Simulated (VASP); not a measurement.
# Se (Pm-3m) in VASP: a series of runs, part 2 of 2

VASP 6.6.1. Earlier steps stand in the parts before.

## Step 6: Single point, PBE (strained)

Input file INCAR:

```
PREC = Accurate
ENCUT = 520
EDIFF = 1E-6
ISMEAR = 0
SIGMA = 0.1
LREAL = F
LASPH = T
NELM = 60
ALGO = Normal
ISIF = 2
LWAVE = F
LCHARG = F
GGA = PE
NBANDS = 9
```

Input file KPOINTS:

```
Automatic mesh
0
Gamma
  14 14 14
```

Input file POSCAR:

```
Se
1.0
    2.8831598628      0.0000000000      0.0000000000
    0.0000000000      2.8831598628      0.0000000000
    0.0000000000      0.0000000000      2.8831598628
Se
1
Direct
    0.0000000000      0.0000000000      0.0000000000
```

Potentials or basis: VASP PAW PBE potentials, release 64 (Se).

The run is started by

```bash
> cat potpaw_PBE.64/Se/POTCAR > POTCAR
> mpirun -np 1 vasp_std > vasp.out
```

OUTCAR:

```text
PREC = Accurate
   ENCUT = 520
   EDIFF = 1E-6
   ISMEAR = 0
   LREAL = F
   LASPH = T
   NELM = 60
   ISIF = 2
   GGA = PE

 ion  position               nearest neighbor table
   1  0.000  0.000  0.000-

  LATTYP: Found a simple cubic cell.
 ALAT       =     2.8831598628

  Lattice vectors:

 A1 = (   2.8831598628,   0.0000000000,   0.0000000000)
 A2 = (   0.0000000000,   2.8831598628,   0.0000000000)
 A3 = (   0.0000000000,   0.0000000000,   2.8831598628)

Analysis of symmetry for initial positions (statically):
=====================================================================
 Subroutine PRICEL returns:
 Original cell was already a primitive cell.

 Routine SETGRP: Setting up the symmetry group for a
 simple cubic supercell.

 Subroutine GETGRP returns: Found 48 space group operations
 (whereof 48 operations were pure point group operations)
 out of a pool of 48 trial point group operations.

The static configuration has the point symmetry O_h .

Analysis of symmetry for dynamics (positions and initial velocities):
=====================================================================
 Subroutine PRICEL returns:
 Original cell was already a primitive cell.
[... 154 lines left out ...]

 E-fermi :   3.9998     XC(G=0):  -9.6575

 val. band max:        3.9813204336   @ k =   0.2857   0.1429   0.0714
 cond. band min:       4.0827862889   @ k =   0.2143   0.2143   0.1429
 fundamental gap:      0.1014658553
 Fermi energy:         3.9998064962

 k-point     1 :       0.0000    0.0000    0.0000
  band No.  band energies     occupation
      1     -11.5339      2.00000
      2       5.3044      0.00000
      3       5.3044      0.00000
      4       5.3044      0.00000
      5      11.5614      0.00000
      6      11.8742      0.00000
      7      11.8742      0.00000
      8      25.6046      0.00000
      9      25.6046      0.00000
[... 265 lines left out ...]
 k-point    24 :       0.3571    0.2143    0.0000
  band No.  band energies     occupation
      1      -9.5843      2.00000
      2      -0.7277      2.00000
      3       2.7043      2.00000
      4       6.6986      0.00000
      5      12.2030      0.00000
      6      14.4117      0.00000
      7      18.8106      0.00000
      8      18.9400      0.00000
      9      20.0654      0.00000

 [... further k-points ...]
[... 5 lines left out ...]
  --------------------------------------------------------------------------------------
  -------------------------------------------------------------------------------------
  Total       -0.5240198     -0.5240198     -0.5240198      0.0000000     -0.0000000      0.0000000
  in kB      -35.0309660    -35.0309660    -35.0309660      0.0000000     -0.0000000      0.0000000
  external PRESSURE =     -35.0309660 kB  Pullay stress =       0.0000000 kB

 VOLUME and BASIS-vectors are now :
 -----------------------------------------------------------------------------
  energy-cutoff  :      520.00
  volume of cell :       23.97
      direct lattice vectors                 reciprocal lattice vectors
     2.883159863  0.000000000  0.000000000     0.346841676  0.000000000  0.000000000
     0.000000000  2.883159863  0.000000000     0.000000000  0.346841676  0.000000000
     0.000000000  0.000000000  2.883159863     0.000000000  0.000000000  0.346841676

 POSITION                                       TOTAL-FORCE (eV/Angst)
 -----------------------------------------------------------------------------------
      0.00000      0.00000      0.00000         0.000000      0.000000      0.000000
 -----------------------------------------------------------------------------------
    total drift:                               -0.000000     -0.000000     -0.000000

  FREE ENERGIE OF THE ION-ELECTRON SYSTEM (eV)
  ---------------------------------------------------
  free  energy   TOTEN  =        -3.3203209201 eV

  energy  without entropy=       -3.3181279879  energy(sigma->0) =       -3.31922445
```

OSZICAR:

```text
N       E                     dE             d eps       ncg     rms          rms(c)
DAV:   1     0.100067654948E+02    0.10007E+02   -0.28326E+03  2160   0.564E+02
DAV:   2    -0.297171692270E+01   -0.12978E+02   -0.12440E+02  2892   0.769E+01
DAV:   3    -0.331451250749E+01   -0.34280E+00   -0.33825E+00  2572   0.115E+01
DAV:   4    -0.331529232088E+01   -0.77981E-03   -0.77978E-03  3005   0.641E-01
DAV:   5    -0.331529319007E+01   -0.86919E-06   -0.86926E-06  2592   0.178E-02    0.322E+00
DAV:   6    -0.331802690349E+01   -0.27337E-02   -0.16234E-03  2574   0.246E-01    0.191E+00
DAV:   7    -0.332027384759E+01   -0.22469E-02   -0.32052E-03  2273   0.350E-01    0.564E-02
DAV:   8    -0.332031652695E+01   -0.42679E-04   -0.12730E-04  2494   0.676E-02    0.726E-03
DAV:   9    -0.332031962924E+01   -0.31023E-05   -0.28552E-06  2649   0.111E-02    0.547E-03
DAV:  10    -0.332032094145E+01   -0.13122E-05   -0.31602E-06  2289   0.924E-03    0.144E-03
DAV:  11    -0.332032092012E+01    0.21327E-07   -0.99750E-08  1362   0.169E-03
   1 F= -.33203209E+01 E0= -.33192245E+01  d E =-.219293E-02
```

Run time: 11 s. Hardware: 1 thread of AMD EPYC 9R45 (Zen 5), shared host; peak memory 0.12 GiB.

What came out:

| Quantity | Value |
| --- | --- |
| Free energy | -3.3203 eV |
| Pressure | -3.5 GPa |
| Band gap on the k mesh | zero (band 3 reaches 6.58 eV, above the bottom of band 4 at 0.91 eV) |

Levels at points of the mesh, in eV from the Fermi level:
```tsv
k point	band 1	band 2	band 3	band 4	band 5	band 6
(0.00, 0.00, 0.00)	-15.53	1.30	1.30	1.30	7.56	7.87
(0.50, 0.00, 0.00)	-13.68	-6.42	2.58	2.58	9.92	11.12
(0.50, 0.50, 0.00)	-11.85	-4.65	-4.65	3.31	3.72	13.00
(0.50, 0.50, 0.50)	-10.01	-3.09	-3.09	-3.09	6.08	6.08
```

Caveat: the cell differs from its parent crystal (strained).

## Step 7: Overview

| cell | gap on the mesh (eV) | pressure (GPa) |
| --- | --- | --- |
| a = 2.739 Å, 1 atom | none | 8.6 |
| a = 2.803 Å, 1 atom | none | 2.2 |
| a = 2.814 Å, 1 atom | none | 1.2 |
| a = 2.846 Å, 1 atom | none | -1.2 |
| a = 2.883 Å, 1 atom | none | -3.5 |

Alike in all rows: task single point; level PBE; potentials or basis VASP PAW PBE potentials, release 64 (Se); no spin polarisation; k mesh 14 × 14 × 14; cutoff (eV) 520; smearing gaussian 0.1 eV.

Absolute energies hang on the potentials; compare differences alone.
